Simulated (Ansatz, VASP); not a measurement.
## Two plane-wave programs on ZnSe

The input INCAR:

```
  PREC = Accurate
  ENCUT = 500
  EDIFF = 1E-6
  ISMEAR = 0
  SIGMA = 0.1
  LREAL = F
  LASPH = T
  NELM = 120
  ALGO = Normal
  ISIF = 2
  LWAVE = F
  LCHARG = F
  GGA = PS
  NBANDS = 16
  GGA_COMPAT = F
```

Contents of KPOINTS:

```
regular mesh
0
Gamma
  6 6 6
```

File POSCAR:

```
ZnSe
1.0
    0.0000000000      3.0256774899      3.0256774899
    3.0256774899      0.0000000000      3.0256774899
    3.0256774899      3.0256774899      0.0000000000
Zn Se
1 1
Direct
    0.0000000000      0.0000000000      0.0000000000
    0.2500000000      0.2500000000      0.2500000000
```

Input for Ansatz:

```yaml
crystal:
  lattice:
    - [0.0, 3.0256774899, 3.0256774899]
    - [3.0256774899, 0.0, 3.0256774899]
    - [3.0256774899, 3.0256774899, 0.0]
  atoms:
    - { symbol: Zn, position: [0.0, 0.0, 0.0] }
    - { symbol: Se, position: [0.25, 0.25, 0.25] }
basis:
  ecutwfc: 420
kpoints:
  mp_grid: { grid: [6, 6, 6] }
hamiltonian:
  xc: pbesol
scf:
  occupations: { method: gaussian, width: 0.1 }
output:
  forces: true
  stress: true
  eigenvalues: true
```

Alike in both runs: task single point; functional PBEsol; k mesh 6 × 6 × 6; occupations gaussian, width 0.1 eV; no spin polarisation.

|  | VASP | Ansatz |
| --- | --- | --- |
| version | VASP 6.6.1 | Ansatz 0.2.0 |
| potentials or method | VASP PAW PBE potentials, release 64 (Zn, Se), cutoff 500 eV | scalar-relativistic, plane waves, PAW |
| valence electrons in the cell | 18 | 28 |

Ansatz gave:

| Quantity | Value |
| --- | --- |
| gap on the k mesh at the Fermi level (eV) | 0.46 |
| least direct gap on the mesh (eV) | 0.46 |
| pressure (GPa) | -8.6 |

Which values does VASP return?

gap on the k mesh at the Fermi level (eV): 0.46; least direct gap on the mesh (eV): 0.46; pressure (GPa): -8.5.

VASP's potentials were made for PBE, not for PBEsol. With one functional, cell and mesh, what is left measures potentials, basis and numerics. VASP's potentials hold 18 valence electrons a cell and Ansatz's 28, so a difference there can come from the potentials and not from the codes.
